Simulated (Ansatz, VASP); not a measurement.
**B4C3 in VASP and in Ansatz**

The input INCAR:

```
PREC     = Accurate       # precision mode
ENCUT    = 520            # plane-wave cutoff, eV
EDIFF    = 1E-6           # SCF threshold, eV
ISMEAR   = 0              # smearing method
SIGMA    = 0.1            # smearing width, eV
LREAL    = F              # projectors in reciprocal space
LASPH    = T              # aspherical terms in the spheres
NELM     = 100            # most SCF steps
ALGO     = Normal         # electronic algorithm
ISIF     = 2              # what is computed and relaxed
LWAVE    = F              # write WAVECAR
LCHARG   = T              # write CHGCAR
GGA      = PE             # functional
LELF     = T              # ELF
LVHAR    = T            
NBANDS   = 21             # bands
```

KPOINTS

```
Automatic mesh
0
Gamma
  6 6 6
```

Contents of POSCAR:

```
B4C3
1.0
    3.6330049900      0.0000000000      0.0000000000
    0.0000000000      3.6330049900      0.0000000000
    0.0000000000      0.0000000000      3.6330049900
B C
4 3
Direct
    0.2456870000      0.2456870000      0.7543130000
    0.7543130000      0.7543130000      0.7543130000
    0.2456870000      0.7543130000      0.2456870000
    0.7543130000      0.2456870000      0.2456870000
    0.0000000000      0.0000000000      0.5000000000
    0.5000000000      0.0000000000      0.0000000000
    0.0000000000      0.5000000000      0.0000000000
```

Input for Ansatz:

```yaml
crystal:
  lattice:
    - [3.63300499, 0.0, 0.0]
    - [0.0, 3.63300499, 0.0]
    - [0.0, 0.0, 3.63300499]
  atoms:
    - { symbol: B, position: [0.245687, 0.245687, 0.754313] }
    - { symbol: B, position: [0.754313, 0.754313, 0.754313] }
    - { symbol: B, position: [0.245687, 0.754313, 0.245687] }
    - { symbol: B, position: [0.754313, 0.245687, 0.245687] }
    - { symbol: C, position: [0.0, 0.0, 0.5] }
    - { symbol: C, position: [0.5, 0.0, 0.0] }
    - { symbol: C, position: [0.0, 0.5, 0.0] }
basis:
  ecutwfc: 420
kpoints:
  mp_grid: { grid: [6, 6, 6] }
hamiltonian:
  xc: pbe
scf:
  occupations: { method: gaussian, width: 0.1 }
  lower_state_search: "off"
output:
  forces: true
  stress: true
  eigenvalues: true
```

Alike in both runs: task single point; functional PBE; k mesh 6 × 6 × 6; occupations gaussian, width 0.1 eV; no spin polarisation.

|  | VASP | Ansatz |
| --- | --- | --- |
| version | VASP 6.6.1 | Ansatz 0.2.0 |
| potentials or method | VASP PAW PBE potentials, release 64 (B, C), cutoff 520 eV | scalar-relativistic, plane waves, PAW |
| valence electrons in the cell | 24 | 24 |

Ansatz gave:

- gap on the k mesh at the Fermi level (eV): none
- pressure (GPa): 24.3
- rms of the force components (eV/Å): 0.877

Task: Which values does VASP return?

Result: gap on the k mesh at the Fermi level (eV): none; pressure (GPa): 24.6; rms of the force components (eV/Å): 0.869.

Atom by atom the forces differ by 0.007 eV/Å (rms over components). A gap of «none» marks a metal or a gap that the smearing closes.
